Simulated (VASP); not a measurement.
# Li4Nb4O11 (a cell with a defect) in VASP: a series of runs

Runs on Li4Nb4O11 (a cell with a defect). Level: PBEsol. Tasks: single point.

Program: VASP 6.6.1. These are calculated values, not measurements. Logs are shortened: lines on timing, memory, paths and dates and some standing lists are left out, and cuts for length are marked.

**1. The cell of the first run**

The cell holds a defect, 19 atoms: a = 5.183 Å, b = 5.445 Å, c = 7.517 Å, α = 93.91°, β = 90.00°, γ = 90.00°.

**2. Single point, PBEsol**

Contents of INCAR:

```
SYSTEM = Li4Nb4O11
PREC     = Accurate       ! precision mode
ENCUT    = 520            ! plane-wave cutoff, eV
EDIFF    = 1E-6           ! SCF threshold, eV
ISMEAR   = 0              ! smearing method
SIGMA    = 0.05           ! smearing width, eV
LREAL    = Auto         
LASPH    = .True.         ! aspherical terms in the spheres
NELM     = 80             ! most SCF steps
ALGO     = Normal         ! electronic algorithm
ISIF     = 2              ! what is computed and relaxed
LWAVE    = .False.        ! write WAVECAR
LCHARG   = .False.        ! write CHGCAR
GGA      = PS             ! functional
NBANDS   = 80             ! bands
NELECT   = 128.0
```

Contents of KPOINTS:

```
regular mesh
0
Gamma
  4 4 4
  0 0 0
```

Contents of POSCAR:

```
Li4Nb4O11
1.0
    5.1825903872      0.0000000000      0.0000000000
    0.0000000000      2.9921699552     -4.5492247954
    0.0000000000      5.9843399104      4.5492247953
Li Nb O
4 4 11
Direct
    0.0000000000      0.5000000000      0.2500000000
    0.5000000000      0.0000000000      0.7500000000
    0.0000000000      0.5000000000      0.7500000000
    0.5000000000      0.0000000000      0.2500000000
    0.0000000000      0.0000000000      0.0000000000
    0.5000000000      0.5000000000      0.5000000000
    0.0000000000      0.0000000000      0.5000000000
    0.5000000000      0.5000000000      0.0000000000
    0.8795714442      0.0000000000      0.2500000000
    0.3795714442      0.5000000000      0.7500000000
    0.8102142779      0.6897857221      0.9397857221
    0.8102142779      0.3102142779      0.5602142779
    0.3102142779      0.8102142779      0.0602142779
    0.1204285558      0.0000000000      0.7500000000
    0.6204285558      0.5000000000      0.2500000000
    0.6897857221      0.8102142779      0.5602142779
    0.1897857221      0.3102142779      0.0602142779
    0.1220866092      0.5872835187      0.4397857221
    0.6897857221      0.1897857221      0.9397857221
```

Potentials or basis: VASP PAW PBE potentials, release 64 (Li_sv, Nb_sv, O).

On the command line:

```sh
cat potpaw_PBE.64/Li_sv/POTCAR potpaw_PBE.64/Nb_sv/POTCAR potpaw_PBE.64/O/POTCAR > POTCAR
mpirun -np 1 vasp_std > vasp.out
```

OUTCAR:

```text
SYSTEM = Li4Nb4O11
   PREC = Accurate
   ENCUT = 520
   EDIFF = 1E-6
   ISMEAR = 0
   LREAL = Auto
   LASPH = .True.
   NELM = 80
   ISIF = 2
   GGA = PS
   NELECT = 128.0

 ion  position               nearest neighbor table
   1  0.000  0.500  0.250-  18 1.60  15 1.97  17 1.97
   2  0.500  0.000  0.750-  14 1.97  16 1.97  19 1.97
   3  0.000  0.500  0.750-  10 1.97  11 1.97  12 1.97
   4  0.500  0.000  0.250-   9 1.97  13 1.97
   5  0.000  0.000  0.000-  13 1.98  19 1.98  14 1.98   9 1.98  17 1.98  11 1.98
   6  0.500  0.500  0.500-  12 1.98  10 1.98  15 1.98  16 1.98  18 2.07
   7  0.000  0.000  0.500-  16 1.98  14 1.98   9 1.98  12 1.98  18 2.35
   8  0.500  0.500  0.000-  11 1.98  17 1.98  15 1.98  10 1.98  13 1.98  19 1.98
   9  0.880  0.000  0.250-   4 1.97   5 1.98   7 1.98
  10  0.380  0.500  0.750-   3 1.97   6 1.98   8 1.98
  11  0.810  0.690  0.940-   3 1.97   8 1.98   5 1.98
  12  0.810  0.310  0.560-   3 1.97   6 1.98   7 1.98
  13  0.310  0.810  0.060-   4 1.97   5 1.98   8 1.98
  14  0.120  0.000  0.750-   2 1.97   5 1.98   7 1.98
  15  0.620  0.500  0.250-   1 1.97   6 1.98   8 1.98
  16  0.690  0.810  0.560-   2 1.97   7 1.98   6 1.98
  17  0.190  0.310  0.060-   1 1.97   8 1.98   5 1.98
  18  0.122  0.587  0.440-   1 1.60   6 2.07   7 2.35
  19  0.690  0.190  0.940-   2 1.97   5 1.98   8 1.98

  LATTYP: Found a simple monoclinic cell.
 ALAT       =     5.4450461228
 B/A-ratio  =     0.9517991713
 C/A-ratio  =     1.3805512169
 COS(beta)  =    -0.0681454888

  Lattice vectors:

 A1 = (   0.0000000000,   2.9921699552,  -4.5492247954)
 A2 = (  -5.1825903872,   0.0000000000,   0.0000000000)
 A3 = (   0.0000000000,   5.9843399104,   4.5492247953)

Analysis of symmetry for initial positions (statically):
=====================================================================
 Subroutine PRICEL returns:
 Original cell was already a primitive cell.

 Routine SETGRP: Setting up the symmetry group for a
 simple monoclinic supercell.

 Subroutine GETGRP returns: Found  1 space group operations
 (whereof  1 operations were pure point group operations)
 out of a pool of  4 trial point group operations.

The static configuration has the point symmetry C_1 .

Analysis of symmetry for dynamics (positions and initial velocities):
=====================================================================
 Subroutine PRICEL returns:
 Original cell was already a primitive cell.

 Routine SETGRP: Setting up the symmetry group for a
 simple monoclinic supercell.

 Subroutine GETGRP returns: Found  1 space group operations
 (whereof  1 operations were pure point group operations)
 out of a pool of  4 trial point group operations.

The dynamic configuration has the point symmetry C_1 .

 Subroutine INISYM returns: Found  1 space group operations
 (whereof  1 operations are pure point group operations),
 and found     1 'primitive' translations

----------------------------------------------------------------------------------------

                                     Primitive cell

  volume of cell :     211.6371

  direct lattice vectors                    reciprocal lattice vectors
     5.182590387  0.000000000  0.000000000     0.192953702  0.000000000  0.000000000
     0.000000000  2.992169955 -4.549224795     0.000000000  0.111401872 -0.146545114
     0.000000000  5.984339910  4.549224795     0.000000000  0.111401872  0.073272557

  length of vectors
     5.182590387  5.445046123  7.517165051     0.192953702  0.184081089  0.133338834

  position of ions in fractional coordinates (direct lattice)
     0.000000000  0.500000000  0.250000000
     0.500000000  0.000000000  0.750000000
     0.000000000  0.500000000  0.750000000
     0.500000000  0.000000000  0.250000000
     0.000000000  0.000000000  0.000000000
     0.500000000  0.500000000  0.500000000
[... 11 lines left out ...]
     0.122086609  0.587283519  0.439785722
     0.689785722  0.189785722  0.939785722

  ion indices of the primitive-cell ions
   primitive index   ion index
                 1           1
                 2           2
                 3           3
                 4           4
                 5           5
                 6           6
[... 11 lines left out ...]
                18          18
                19          19

----------------------------------------------------------------------------------------

 KPOINTS: regular mesh

Automatic generation of k-mesh.
 Grid dimensions read from file:
 generate k-points for:    4    4    4

 Generating k-lattice:

  Cartesian coordinates                     Fractional coordinates (reciprocal lattice)
     0.048238425  0.000000000  0.000000000     0.250000000  0.000000000  0.000000000
     0.000000000  0.027850468 -0.036636279     0.000000000  0.250000000  0.000000000
     0.000000000  0.027850468  0.018318139     0.000000000  0.000000000  0.250000000

  Length of vectors
     0.048238425  0.046020272  0.033334708

  Shift w.r.t. Gamma in fractional coordinates (k-lattice)
     0.000000000  0.000000000  0.000000000

 Subroutine IBZKPT returns following result:
 ===========================================

 Found     36 irreducible k-points:

 Following reciprocal coordinates:
            Coordinates               Weight
  0.000000  0.000000  0.000000      1.000000
  0.250000  0.000000  0.000000      2.000000
  0.500000  0.000000  0.000000      1.000000
  0.000000  0.250000  0.000000      2.000000
  0.250000  0.250000  0.000000      2.000000
  0.250000 -0.250000 -0.000000      2.000000
[... 16 lines left out ...]
  0.000000 -0.250000  0.250000      2.000000
  0.250000 -0.250000  0.250000      2.000000
 [... further k-points ...]
   k-points           NKPTS =     36   k-points in BZ     NKDIM =     36   number of bands    NBANDS=     80
   number of dos      NEDOS =    301   number of ions     NIONS =     19
   total plane-waves  NPLWV =  89600
   dimension x,y,z NGX =    40 NGY =   40 NGZ =   56
   dimension x,y,z NGXF=    80 NGYF=   80 NGZF=  112
   ions per type =               4   4  11
   NGX,Y,Z   is equivalent  to a cutoff of  12.83, 12.21, 12.38 a.u.
   NGXF,Y,Z  is equivalent  to a cutoff of  25.66, 24.43, 24.77 a.u.
 SYSTEM =  Li4Nb4O11
   PREC   = accura    normal or accurate (medium, high low for compatibility)
   ISTART =      0    job   : 0-new  1-cont  2-samecut
   ICHARG =      2    charge: 1-file 2-atom 10-const
   ISPIN  =      1    spin polarized calculation?
   LNONCOLLINEAR =      F non collinear calculations
   LSORBIT =      F    spin-orbit coupling
   LASPH  =      T    aspherical Exc in radial PAW
   ENCUT  =  520.0 eV  38.22 Ry    6.18 a.u.   9.64 10.12 13.98*2*pi/ulx,y,z
   NELM   =     80;   NELMIN=  2; NELMDL= -5     # of ELM steps
   EDIFF  = 0.1E-05   stopping-criterion for ELM
   LREAL  =      T    real-space projection
   EDIFFG = 0.1E-04   stopping-criterion for IOM
   NSW    =      0    number of steps for IOM
   IBRION =     -1    ionic relax: 0-MD 1-quasi-New 2-CG
   NFREE  =      0    steps in history (QN), initial steepest desc. (CG)
   ISIF   =      2    stress and relaxation
   ISYM   =      2    0-nonsym 1-usesym 2-fastsym
   POTIM  = 0.5000    time-step for ionic-motion
   TEBEG  =    0.0;   TEEND  =   0.0 temperature during run
   PSTRESS=    0.0 pullay stress
   NELECT =     128.0000    total number of electrons
   NUPDOWN=      -1.0000    fix difference up-down
   EMIN   =  10.00;   EMAX   =-10.00  energy-range for DOS
   EFERMI =   0.00;   METHOD = LEGACY
   ISMEAR =     0;   SIGMA  =   0.05  broadening in eV -4-tet -1-fermi 0-gaus
   EFERMI_NEDOS =   21; number of points for ismear=-14 and -15
   IALGO  =     38    algorithm
   IMIX   =      4    mixing-type and parameters
     AMIX     =   0.40;   BMIX     =  1.00
     AMIX_MAG =   1.60;   BMIX_MAG =  1.00
  volume/ion in A,a.u.               =      11.14        75.17
  Fermi-wavevector in a.u.,A,eV,Ry     =   1.384462  2.616253 26.078745  1.916734
  Thomas-Fermi vector in A             =   2.508963
   LORBIT       =      0    0 simple, 1 ext, 2 COOP (PROOUT), +10 PAW based schemes
   GGA     = PS    functional components
   LHFCALC =     F    Hartree Fock is set to
   AEXX    =    0.0000 exact exchange contribution
   IVDW    =     0    specifies the selected vdW correction
   LEPSILON=     F    determine dielectric tensor
   LRPA    =     F    only Hartree local field effects (RPA)
 non-spin polarized calculation
 Gauss-broadening in eV      SIGMA  =   0.05
  energy-cutoff  :      520.00
  volume of cell :      211.64
 maximum number of plane-waves:      5740
 NGX is ok and might be reduce to    40
   NGX = 19   NGY = 21   NGZ = 27

 number of electron     127.9999968 magnetization

 Free energy of the ion-electron system (eV)
  ---------------------------------------------------
  ext. energy  EPLUGINS =         0.00000000
  ---------------------------------------------------
  free energy    TOTEN  =      -164.67090175 eV

  energy without entropy =     -164.67090175  energy(sigma->0) =     -164.67090175

 E-fermi :   4.3094     XC(G=0): -10.7036

 val. band max:        3.9863497796   @ k =   0.2500   0.0000   0.5000
 cond. band min:       4.5598661621   @ k =   0.2500  -0.2500   0.5000
 fundamental gap:      0.5735163825
 Fermi energy:         4.3093734568

 k-point     1 :       0.0000    0.0000    0.0000
  band No.  band energies     occupation
      1     -52.0188      2.00000
      2     -51.4665      2.00000
      3     -50.3442      2.00000
      4     -50.2570      2.00000
      5     -39.3947      2.00000
      6     -38.2794      2.00000
[... 68 lines left out ...]
     75       8.6036      0.00000
     76       8.6844      0.00000

 k-point     2 :       0.2500    0.0000    0.0000
  band No.  band energies     occupation
      1     -52.0188      2.00000
      2     -51.4665      2.00000
      3     -50.3440      2.00000
      4     -50.2572      2.00000
      5     -39.3947      2.00000
      6     -38.2794      2.00000
[... 1730 lines left out ...]
 k-point    24 :       0.2500   -0.2500    0.2500
  band No.  band energies     occupation
      1     -52.0188      2.00000
      2     -51.4665      2.00000
      3     -50.3439      2.00000
      4     -50.2573      2.00000
      5     -39.3947      2.00000
      6     -38.2794      2.00000
[... 68 lines left out ...]
     75       8.4966      0.00000
     76       8.6763      0.00000

 [... further k-points ...]

 [bands above 76 left out]

------------------------ aborting loop because EDIFF is reached ----------------------------------------

  FORCE on cell =-STRESS in cart. coord.  units (eV):
  Direction    XX          YY          ZZ          XY          YZ          ZX
  --------------------------------------------------------------------------------------
  -------------------------------------------------------------------------------------
  Total      -26.5619616    -23.2392732    -26.8496240      1.3505188      2.9012475     -2.6754218
  in kB     -201.0846559   -175.9305774   -203.2623752     10.2239668     21.9636021    -20.2540115
  external PRESSURE =    -193.4258695 kB  Pullay stress =       0.0000000 kB

 VOLUME and BASIS-vectors are now :
 -----------------------------------------------------------------------------
  energy-cutoff  :      520.00
  volume of cell :      211.64
      direct lattice vectors                 reciprocal lattice vectors
     5.182590387  0.000000000  0.000000000     0.192953702  0.000000000  0.000000000
     0.000000000  2.992169955 -4.549224795     0.000000000  0.111401872 -0.146545114
     0.000000000  5.984339910  4.549224795     0.000000000  0.111401872  0.073272557

 POSITION                                       TOTAL-FORCE (eV/Angst)
 -----------------------------------------------------------------------------------
      0.00000      2.99217     -1.13731        -1.146477     -2.537749     -1.156307
      2.59130      4.48825      3.41192         0.242488      0.679568      0.580691
      0.00000      5.98434      1.13731         0.049447      0.322110      0.080566
      2.59130      1.49608      1.13731         0.567341     -1.239104     -0.480111
      0.00000      0.00000      0.00000        -0.179091     -0.051761     -0.056724
      2.59130      4.48825     -0.00000         0.348654      2.487298     -2.834351
[... 11 lines left out ...]
      0.63272      4.38908     -0.67100         4.099170      3.339741     -0.137599
      3.57488      6.19187      3.41192         0.181795      0.067119      0.062462
 -----------------------------------------------------------------------------------
    total drift:                                0.001156      0.001679      0.001893

  FREE ENERGIE OF THE ION-ELECTRON SYSTEM (eV)
  ---------------------------------------------------
  free  energy   TOTEN  =      -164.6709017538 eV

  energy  without entropy=     -164.6709017538  energy(sigma->0) =     -164.67090175
```

It took 17 min on 1 thread of Intel Xeon Platinum 8259CL at 2.50GHz (Skylake/Cascade Lake), shared host; peak memory 0.52 GiB.

What came out:

```yaml
Free_energy: -164.6709 eV
Largest_force: 5.289 eV/Å
```

Forces in eV/Å, atoms in the order of the input:
```
Li  -1.146 -2.538 -1.156
Li   0.242  0.680  0.581
Li   0.049  0.322  0.081
Li   0.567 -1.239 -0.480
Nb  -0.179 -0.052 -0.057
Nb   0.349  2.487 -2.834
Nb  -4.328 -0.316  2.448
Nb   0.099 -0.239 -0.096
O    1.023  2.070  1.363
O    0.353 -1.782 -0.745
O   -0.045  0.182 -0.202
O   -0.397 -1.719  1.487
O   -0.048  0.258  0.025
O    0.311 -2.435 -1.963
O   -0.810  1.425  1.737
O   -0.410 -0.375 -0.429
O    0.089 -0.136  0.316
O    4.099  3.340 -0.138
O    0.182  0.067  0.062
```

Caveat: the cell carries a net charge on a neutralising background, which shifts energy and pressure; the cell differs from its parent crystal (atoms taken out, atom 18 moved 0.167 of the way to it and -0.467 Å across, host rigid); the cell is charged against a uniform background, so pressure and absolute levels hang on convention; the cutoff is under 1.25 times the usual one of these potentials, so pressure, stress and relaxed cells hold a basis-set (Pulay) error; the PAW data sets were made with another functional, which shifts forces and pressure a little.

**3. Single point, PBEsol**

Contents of INCAR:

```
SYSTEM = Li4Nb4O11
PREC     = Accurate       ! precision mode
ENCUT    = 520            ! plane-wave cutoff, eV
EDIFF    = 1E-6           ! SCF threshold, eV
ISMEAR   = 0              ! smearing method
SIGMA    = 0.05           ! smearing width, eV
LREAL    = Auto         
LASPH    = .TRUE.         ! aspherical terms in the spheres
NELM     = 60             ! most SCF steps
ALGO     = Normal         ! electronic algorithm
ISIF     = 2              ! what is computed and relaxed
LWAVE    = .FALSE.        ! write WAVECAR
LCHARG   = .FALSE.        ! write CHGCAR
GGA      = PS             ! functional
NBANDS   = 80             ! bands
NELECT   = 128.0
```

Contents of KPOINTS:

```
regular mesh
0
G
  4 4 4
  0 0 0
```

Changes to POSCAR since step 2:

```diff
@@ -25,3 +25,3 @@
     0.1897857221      0.3102142779      0.0602142779
-    0.1220866092      0.5872835187      0.4397857221
+    0.4619421442      0.1351619754      0.4397857221
     0.6897857221      0.1897857221      0.9397857221
```

Potentials or basis: VASP PAW PBE potentials, release 64 (Li_sv, Nb_sv, O).

On the command line:

```sh
cat potpaw_PBE.64/Li_sv/POTCAR potpaw_PBE.64/Nb_sv/POTCAR potpaw_PBE.64/O/POTCAR > POTCAR
mpirun -np 1 vasp_std > vasp.out
```

Wall time 18 min (1 thread of Intel Xeon Platinum 8259CL at 2.50GHz (Skylake/Cascade Lake), shared host); peak memory 0.52 GiB.

It converged, with:

| Property | Result |
| --- | --- |
| Free energy | -163.1904 eV |
| Largest force | 6.681 eV/Å |

Forces on the atoms (eV/Å):
```
Li  -0.604 -1.214 -0.453
Li   0.071  0.383  0.068
Li  -0.176  0.646  0.574
Li   0.730 -3.233 -0.998
Nb  -0.199 -0.212 -0.121
Nb   2.713 -1.976  3.491
Nb  -2.922  3.007 -2.173
Nb   0.267  0.072  0.143
O    1.498  1.686  1.939
O   -0.356 -1.898 -1.786
O   -0.021  0.149 -0.112
O    3.149 -0.146  0.326
O   -0.216  0.069  0.217
O   -0.027 -2.416 -1.310
O   -0.770  1.760  0.302
O    2.064 -0.906  0.394
O   -0.054  0.155  0.128
O   -5.333  3.986 -0.560
O    0.186  0.086 -0.068
```

Levels at points of the mesh, in eV from the Fermi level:
```csv
k point,band 62,band 63,band 64,band 65,band 66,band 67
"(0.00, 0.00, 0.00)",-0.53,-0.52,-0.39,0.26,1.38,1.56
"(0.50, 0.00, 0.00)",-0.72,-0.49,-0.43,0.35,1.36,1.59
"(0.00, 0.50, 0.00)",-0.67,-0.52,-0.48,1.17,1.24,1.75
"(0.50, 0.50, 0.00)",-0.98,-0.96,-0.74,0.44,1.44,1.55
"(0.00, 0.00, 0.50)",-0.53,-0.45,-0.38,0.26,1.42,1.84
"(0.50, 0.00, 0.50)",-0.71,-0.49,-0.43,0.32,1.30,1.99
"(0.00, 0.50, 0.50)",-0.63,-0.52,-0.48,1.03,1.35,2.07
"(0.50, 0.50, 0.50)",-1.03,-0.95,-0.83,0.42,1.52,2.08
```

Caveat: the cell carries a net charge on a neutralising background, which shifts energy and pressure; the cell differs from its parent crystal (atoms taken out, atom 18 moved 1.167 of the way to it and +0.700 Å across, host rigid); the cell is charged against a uniform background, so pressure and absolute levels hang on convention; the cutoff is under 1.25 times the usual one of these potentials, so pressure, stress and relaxed cells hold a basis-set (Pulay) error; the PAW data sets were made with another functional, which shifts forces and pressure a little.
